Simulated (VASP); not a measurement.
# SiC (Moissanite 3C) (F-43m) in VASP: notebook

Runs on SiC (Moissanite 3C). Level: LDA. Tasks: single point.

All numbers are computed with VASP 6.6.1; they aren't measurements. Logs are shortened: lines on timing, memory, paths and dates and some standing lists are left out, and cuts for length are marked.

## Step 1: The cell of the first run

Symmetry: F-43m, No. 216, cubic system. Conventional cell: a = 4.358 Å, b = 4.358 Å, c = 4.358 Å, α = 90.00°, β = 90.00°, γ = 90.00°. Within 2.5 Å of Si (site symmetry -43m) lie 4 C at 1.89 Å. C (site symmetry -43m) has 4 Si at 1.89 Å within 2.5 Å.

## Step 2: Single point, LDA

Input file INCAR:

```
SYSTEM = SiC
PREC = Accurate
ENCUT = 600
EDIFF = 1E-6
ISMEAR = 1
SIGMA = 0.05
LREAL = .False.
LASPH = .True.
NELM = 120
ALGO = Normal
ISIF = 2
LWAVE = .False.
LCHARG = .False.
GGA = CA
NBANDS = 11
GGA_COMPAT = .False.
```

Input file KPOINTS:

```
Automatic mesh
0
Gamma
  9 9 9
  0 0 0
```

Input file POSCAR:

```
SiC
1.0
    0.0000000000      2.1790000000      2.1790000000
    2.1790000000      0.0000000000      2.1790000000
    2.1790000000      2.1790000000      0.0000000000
Si C
1 1
Direct
    0.0000000000      0.0000000000      0.0000000000
    0.7500000000      0.7500000000      0.7500000000
```

Potentials or basis: VASP PAW LDA potentials, release 64 (Si, C).

Launch:

```
$ cat potpaw_LDA.64/Si/POTCAR potpaw_LDA.64/C/POTCAR > POTCAR
$ mpirun -np 1 vasp_std > vasp.out
```

OUTCAR:

```text
SYSTEM = SiC
   PREC = Accurate
   ENCUT = 600
   EDIFF = 1E-6
   ISMEAR = 1
   LREAL = .False.
   LASPH = .True.
   NELM = 120
   ISIF = 2
   GGA = CA

 ion  position               nearest neighbor table
   1  0.000  0.000  0.000-   2 1.89   2 1.89   2 1.89   2 1.89
   2  0.750  0.750  0.750-   1 1.89   1 1.89   1 1.89   1 1.89

  LATTYP: Found a face centered cubic cell.
 ALAT       =     4.3580000000

  Lattice vectors:

 A1 = (   0.0000000000,   2.1790000000,   2.1790000000)
 A2 = (   2.1790000000,   0.0000000000,   2.1790000000)
 A3 = (   2.1790000000,   2.1790000000,   0.0000000000)

Analysis of symmetry for initial positions (statically):
=====================================================================
 Subroutine PRICEL returns:
 Original cell was already a primitive cell.

 Routine SETGRP: Setting up the symmetry group for a
 face centered cubic supercell.

 Subroutine GETGRP returns: Found 24 space group operations
 (whereof 24 operations were pure point group operations)
 out of a pool of 48 trial point group operations.

The static configuration has the point symmetry T_d .

Analysis of symmetry for dynamics (positions and initial velocities):
=====================================================================
 Subroutine PRICEL returns:
 Original cell was already a primitive cell.

 Routine SETGRP: Setting up the symmetry group for a
 face centered cubic supercell.

 Subroutine GETGRP returns: Found 24 space group operations
 (whereof 24 operations were pure point group operations)
 out of a pool of 48 trial point group operations.

The dynamic configuration has the point symmetry T_d .

 Subroutine INISYM returns: Found 24 space group operations
 (whereof 24 operations are pure point group operations),
 and found     1 'primitive' translations

----------------------------------------------------------------------------------------

                                     Primitive cell

  volume of cell :      20.6920

  direct lattice vectors                    reciprocal lattice vectors
     0.000000000  2.179000000  2.179000000    -0.229463056  0.229463056  0.229463056
     2.179000000  0.000000000  2.179000000     0.229463056 -0.229463056  0.229463056
     2.179000000  2.179000000  0.000000000     0.229463056  0.229463056 -0.229463056

  length of vectors
     3.081571352  3.081571352  3.081571352     0.397441672  0.397441672  0.397441672

  position of ions in fractional coordinates (direct lattice)
     0.000000000  0.000000000  0.000000000
     0.750000000  0.750000000  0.750000000

  ion indices of the primitive-cell ions
[... 80 lines left out ...]
   NFREE  =      0    steps in history (QN), initial steepest desc. (CG)
   ISIF   =      2    stress and relaxation
   ISYM   =      2    0-nonsym 1-usesym 2-fastsym
   POTIM  = 0.5000    time-step for ionic-motion
   TEBEG  =    0.0;   TEEND  =   0.0 temperature during run
   PSTRESS=    0.0 pullay stress
   NELECT =       8.0000    total number of electrons
   NUPDOWN=      -1.0000    fix difference up-down
   EMIN   =  10.00;   EMAX   =-10.00  energy-range for DOS
   EFERMI =   0.00;   METHOD = LEGACY
   ISMEAR =     1;   SIGMA  =   0.05  broadening in eV -4-tet -1-fermi 0-gaus
   EFERMI_NEDOS =   21; number of points for ismear=-14 and -15
   IALGO  =     38    algorithm
   IMIX   =      4    mixing-type and parameters
     AMIX     =   0.40;   BMIX     =  1.00
     AMIX_MAG =   1.60;   BMIX_MAG =  1.00
  volume/ion in A,a.u.               =      10.35        69.82
  Fermi-wavevector in a.u.,A,eV,Ry     =   1.192626  2.253736 19.352338  1.422357
  Thomas-Fermi vector in A             =   2.328660
   LORBIT       =      0    0 simple, 1 ext, 2 COOP (PROOUT), +10 PAW based schemes
   GGA     = CA    functional components
   LHFCALC =     F    Hartree Fock is set to
   AEXX    =    0.0000 exact exchange contribution
   IVDW    =     0    specifies the selected vdW correction
   LEPSILON=     F    determine dielectric tensor
   LRPA    =     F    only Hartree local field effects (RPA)
 non-spin polarized calculation
 Methfessel and Paxton  Order N= 1 SIGMA  =   0.05
  energy-cutoff  :      600.00
  volume of cell :       20.69
 maximum number of plane-waves:       702
 NGX is ok and might be reduce to    28
   NGX = 13   NGY = 13   NGZ = 13

 number of electron       8.0000000 magnetization

 Free energy of the ion-electron system (eV)
  ---------------------------------------------------
  ext. energy  EPLUGINS =         0.00000000
  ---------------------------------------------------
  free energy    TOTEN  =       -16.63969172 eV

  energy without entropy =      -16.63970392  energy(sigma->0) =      -16.63969579

 E-fermi :   8.1030     XC(G=0): -11.5565

 val. band max:        8.0609397762   @ k =   0.0000   0.0000   0.0000
 cond. band min:       9.5094298028   @ k =   0.4444   0.4444   0.0000
 fundamental gap:      1.4484900266
 Fermi energy:         8.1029690523

 k-point     1 :       0.0000    0.0000    0.0000
  band No.  band energies     occupation
      1      -7.2546      2.00000
      2       8.0609      1.99943
      3       8.0609      1.99943
      4       8.0609      1.99943
      5      14.3522      0.00000
      6      15.2533      0.00000
      7      15.2533      0.00000
      8      15.2533      0.00000
      9      22.5212      0.00000
     10      22.5212      0.00000
     11      24.2316      0.00000
[... 309 lines left out ...]
 k-point    24 :       0.4444    0.4444    0.0000
  band No.  band energies     occupation
      1      -2.6447      2.00000
      2       0.8006      2.00000
      3       4.9335      2.00000
      4       4.9335      2.00000
      5       9.5094      0.00000
      6      12.3476      0.00000
      7      21.6304      0.00000
      8      21.6304      0.00000
      9      22.3980      0.00000
     10      27.5811      0.00000
     11      30.3785      0.00000

 [... further k-points ...]
[... 5 lines left out ...]
  --------------------------------------------------------------------------------------
  -------------------------------------------------------------------------------------
  Total       -0.5388823     -0.5388823     -0.5388823     -0.0000000     -0.0000000      0.0000000
  in kB      -41.7256205    -41.7256205    -41.7256205     -0.0000000     -0.0000000      0.0000000
  external PRESSURE =     -41.7256205 kB  Pullay stress =       0.0000000 kB

 VOLUME and BASIS-vectors are now :
 -----------------------------------------------------------------------------
  energy-cutoff  :      600.00
  volume of cell :       20.69
      direct lattice vectors                 reciprocal lattice vectors
     0.000000000  2.179000000  2.179000000    -0.229463056  0.229463056  0.229463056
     2.179000000  0.000000000  2.179000000     0.229463056 -0.229463056  0.229463056
     2.179000000  2.179000000  0.000000000     0.229463056  0.229463056 -0.229463056

 POSITION                                       TOTAL-FORCE (eV/Angst)
 -----------------------------------------------------------------------------------
      0.00000      0.00000      0.00000         0.000000      0.000000      0.000000
      3.26850      3.26850      3.26850        -0.000000     -0.000000     -0.000000
 -----------------------------------------------------------------------------------
    total drift:                                0.000000      0.000000      0.000000

  FREE ENERGIE OF THE ION-ELECTRON SYSTEM (eV)
  ---------------------------------------------------
  free  energy   TOTEN  =       -16.6396917163 eV

  energy  without entropy=      -16.6397039243  energy(sigma->0) =      -16.63969579
```

Wall time 5.3 s (1 thread of Intel Xeon Platinum 8559C (Emerald Rapids), shared host); peak memory 0.13 GiB.

What came out:

| Quantity | Value |
| --- | --- |
| Free energy | -16.6397 eV |
| Pressure | -4.2 GPa |
| Band gap on the k mesh | 1.45 eV, indirect (least direct gap 4.58 eV) |

[end of part 1 of 2]
